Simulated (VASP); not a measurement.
# Mg11Zn13O24 (P1) in VASP: notebook, part 2 of 2

VASP 6.6.1.

### 3 Single point, PBEsol

INCAR reads:

```
PREC = Accurate
ENCUT = 700
EDIFF = 1E-6
ISMEAR = -1
SIGMA = 0.05
LREAL = Auto
LASPH = T
NELM = 120
ALGO = Normal
ISIF = 2
LWAVE = F
LCHARG = T
GGA = PS
LELF = T
LVHAR = T
ISYM = -1
NBANDS = 376
GGA_COMPAT = F
KPAR = 1
```

KPOINTS reads:

```
explicit points
1
Reciprocal
  0.25000000   0.25000000   0.25000000 1
```

POSCAR reads:

```
Mg11Zn13O24
1.0
    9.7584696578      0.0000000000      0.0000000000
    0.0000000000     11.2781914986      0.0000000000
    0.0000000000      0.0000000000     10.3149879887
Mg Zn O
22 26 48
Direct
    0.1648990000      0.0829800000      0.2463960000
    0.0000910000      0.3337620000      0.2489930000
    0.0009660000      0.3313530000      0.7460680000
    0.4995680000      0.0844530000      0.7469020000
    0.1652760000      0.5827990000      0.7449810000
    0.0015180000      0.8320550000      0.7452160000
    0.8324780000      0.0825340000      0.2475290000
    0.6652120000      0.3330500000      0.2472870000
    0.4983600000      0.5853640000      0.2481930000
    0.8337370000      0.5847360000      0.7451080000
    0.9998640000      0.1665240000      0.9971710000
    0.3306730000      0.1672860000      0.4974170000
    0.3338420000      0.1664480000      0.9979850000
    0.9992330000      0.6664770000      0.4945870000
    0.6652840000      0.1665130000      0.9960590000
    0.4997020000      0.4181090000      0.5009420000
    0.4975510000      0.4180910000      0.9963980000
    0.3289350000      0.6676770000      0.9963040000
    0.8350760000      0.4190800000      0.9971980000
    0.6673640000      0.6683350000      0.9961070000
    0.4985610000      0.9184330000      0.9965570000
    0.8341300000      0.9149310000      0.9958320000
    0.1683230000      0.0819660000      0.7500620000
    0.5015330000      0.0839460000      0.2495950000
    0.3351650000      0.3343340000      0.2475310000
    0.3313340000      0.3334110000      0.7490990000
    0.1685180000      0.5835140000      0.2481820000
    0.9983840000      0.8330850000      0.2480950000
    0.8329470000      0.0825640000      0.7505080000
    0.6675310000      0.3347900000      0.7520190000
    0.4992310000      0.5847290000      0.7515840000
    0.3323500000      0.8333980000      0.2473110000
    0.3339580000      0.8341090000      0.7471630000
    0.8301190000      0.5814890000      0.2487120000
    0.6674500000      0.8328580000      0.2470580000
    0.6646640000      0.8338930000      0.7489030000
    0.9995740000      0.1644100000      0.4998960000
    0.1680200000      0.4158950000      0.4971070000
    0.1648040000      0.4168380000      0.9972060000
    0.9988910000      0.6654580000      0.9982850000
    0.6680450000      0.1680900000      0.5001390000
    0.3347740000      0.6675120000      0.4989740000
    0.1660810000      0.9183200000      0.4968820000
    0.1654120000      0.9144750000      0.9967400000
    0.8312020000      0.4147490000      0.4999420000
    0.6640570000      0.6672710000      0.4987970000
    0.5003450000      0.9167000000      0.4974230000
    0.8320160000      0.9181170000      0.4996460000
    0.9988080000      0.1672730000      0.1891520000
    0.0004720000      0.1642790000      0.6921200000
    0.3330770000      0.1663770000      0.1906810000
    0.3328420000      0.1671400000      0.6893660000
    0.1668510000      0.4168610000      0.1901420000
    0.1660950000      0.4163130000      0.6891640000
    0.9988180000      0.6654180000      0.1919650000
    0.0000110000      0.6665380000      0.6858370000
    0.6668780000      0.1667310000      0.1883890000
    0.6673660000      0.1680760000      0.6927750000
    0.5003570000      0.4188160000      0.1891980000
    0.4998110000      0.4173600000      0.6929970000
    0.3325220000      0.6677050000      0.1877700000
    0.3328860000      0.6669250000      0.6914150000
    0.1652040000      0.9160640000      0.1894600000
    0.1674080000      0.9168810000      0.6888650000
    0.8330870000      0.4156670000      0.1891660000
    0.8340910000      0.4167920000      0.6924560000
    0.6657950000      0.6666400000      0.1881980000
    0.6654070000      0.6672710000      0.6913020000
    0.4996650000      0.9171640000      0.1891560000
    0.4998140000      0.9179360000      0.6898570000
    0.8332610000      0.9165100000      0.1877510000
    0.8330580000      0.9162130000      0.6919500000
    0.1658290000      0.0837340000      0.4377100000
    0.1668190000      0.0826040000      0.9426780000
    0.9993760000      0.3323590000      0.4416640000
    0.9990170000      0.3325870000      0.9384130000
    0.4998240000      0.0843980000      0.4428530000
    0.4991900000      0.0841640000      0.9379240000
    0.3347410000      0.3335920000      0.4402660000
    0.3319800000      0.3329400000      0.9409270000
    0.1674750000      0.5834030000      0.4408640000
    0.1647020000      0.5827600000      0.9370040000
    0.9987280000      0.8341520000      0.4409370000
    0.9998200000      0.8315150000      0.9369910000
    0.8324000000      0.0836240000      0.4394730000
    0.8329600000      0.0826250000      0.9429550000
    0.6647170000      0.3336910000      0.4394430000
    0.6664360000      0.3347660000      0.9444230000
    0.4993680000      0.5834320000      0.4394790000
    0.4983520000      0.5853720000      0.9436470000
    0.3329880000      0.8338240000      0.4396280000
    0.3329660000      0.8337170000      0.9392680000
    0.8311810000      0.5822860000      0.4417690000
    0.8323290000      0.5843030000      0.9369680000
    0.6667210000      0.8334780000      0.4395040000
    0.6653630000      0.8346220000      0.9407630000
```

Potentials or basis: VASP PAW PBE potentials, release 64 (Mg, Zn, O).

The run is started by

```bash
cat potpaw_PBE.64/Mg/POTCAR potpaw_PBE.64/Zn/POTCAR potpaw_PBE.64/O/POTCAR > POTCAR
mpirun -np 4 vasp_std > vasp.out
```

Run time: 17 min. Hardware: 4 MPI ranks of AMD EPYC 7R43 (Zen 3), shared host; peak memory 0.64 GiB.

The run converged. Its results:

```
Free energy            : -523.1815 eV
Pressure               : 0.2 GPa
Largest force          : 0.082 eV/Å
Band gap on the k mesh : 2.56 eV
```

Forces in eV/Å, atoms in the order of the input:
```
Mg   0.001 -0.001  0.002
Mg   0.002 -0.004  0.001
Mg   0.001  0.000  0.001
Mg   0.001 -0.002  0.002
Mg  -0.002 -0.003  0.002
Mg   0.000  0.000  0.000
Mg   0.000  0.001  0.000
Mg  -0.002 -0.003  0.000
Mg  -0.001 -0.002  0.000
Mg   0.001 -0.005  0.001
Mg  -0.001  0.001  0.002
Mg   0.000  0.001  0.000
Mg   0.002  0.000  0.003
Mg   0.000 -0.001  0.004
Mg   0.000  0.000  0.001
Mg   0.000  0.000  0.001
Mg   0.001 -0.002  0.004
Mg   0.002  0.000 -0.001
Mg  -0.001 -0.004 -0.001
Mg   0.000 -0.002  0.000
Mg   0.001  0.000  0.000
Mg   0.002  0.001  0.001
Zn  -0.004  0.005  0.001
Zn  -0.004  0.001 -0.003
Zn  -0.003 -0.006 -0.004
Zn   0.004 -0.004 -0.004
Zn  -0.003 -0.005 -0.004
Zn   0.000  0.005  0.001
Zn   0.002 -0.002  0.003
Zn  -0.003  0.001  0.001
Zn   0.002 -0.006  0.003
Zn   0.005  0.007 -0.006
Zn  -0.001 -0.002 -0.002
Zn   0.006 -0.001 -0.006
Zn  -0.005  0.010 -0.006
Zn   0.003  0.002 -0.002
Zn  -0.001  0.001 -0.001
Zn  -0.006  0.001  0.000
Zn   0.002 -0.004 -0.001
Zn   0.001 -0.001 -0.002
Zn  -0.007  0.002 -0.001
Zn  -0.009 -0.002 -0.002
Zn  -0.001 -0.002  0.001
Zn  -0.002  0.010  0.003
Zn   0.007  0.001 -0.001
Zn   0.008 -0.006  0.000
Zn  -0.004  0.004  0.005
Zn   0.004 -0.002  0.002
O   -0.001  0.004 -0.002
O    0.000  0.062  0.027
O   -0.053 -0.026 -0.037
O    0.054 -0.026 -0.042
O   -0.055 -0.032  0.022
O   -0.055  0.034  0.043
O   -0.002  0.001  0.008
O    0.001  0.002 -0.005
O    0.056  0.039 -0.023
O   -0.049 -0.029  0.020
O    0.057  0.037 -0.020
O    0.002  0.000 -0.056
O    0.054 -0.030 -0.047
O   -0.056 -0.029  0.024
O   -0.004  0.057  0.022
O   -0.054 -0.035  0.021
O    0.002 -0.064 -0.021
O    0.055  0.028  0.046
O   -0.054 -0.027 -0.043
O    0.054 -0.029  0.021
O    0.003 -0.004 -0.058
O    0.002  0.063  0.021
O    0.002  0.060 -0.044
O    0.054 -0.037  0.026
O    0.055  0.034 -0.042
O   -0.002  0.062  0.046
O   -0.002 -0.002 -0.061
O   -0.056 -0.032 -0.021
O   -0.052  0.036  0.017
O   -0.002  0.000  0.001
O    0.060 -0.034  0.037
O    0.055 -0.035  0.042
O   -0.052  0.036  0.016
O    0.050  0.033 -0.040
O    0.000 -0.066  0.017
O   -0.056  0.028 -0.043
O   -0.001  0.002 -0.068
O    0.002  0.000  0.065
O   -0.059  0.032 -0.047
O    0.001  0.002  0.064
O   -0.003 -0.063 -0.046
O   -0.003  0.004  0.063
O   -0.001 -0.001  0.001
O    0.056 -0.033  0.042
O    0.050  0.032  0.015
O   -0.056 -0.030 -0.018
O    0.004 -0.003 -0.001
O    0.000 -0.004  0.061
```

Levels at points of the mesh, in eV from the valence-band top:
```tsv
k point	band 318	band 319	band 320	band 321	band 322	band 323	band 324	band 325	band 326	band 327
(0.25, 0.25, 0.25)	-0.23	-0.20	-0.15	-0.04	0.00	2.56	3.61	3.84	3.92	4.53
```

Caveat: the PAW data sets were made with another functional, which shifts forces and pressure a little; a shifted mesh leaves out Γ, where band edges can lie. A k mesh can miss the band edges.
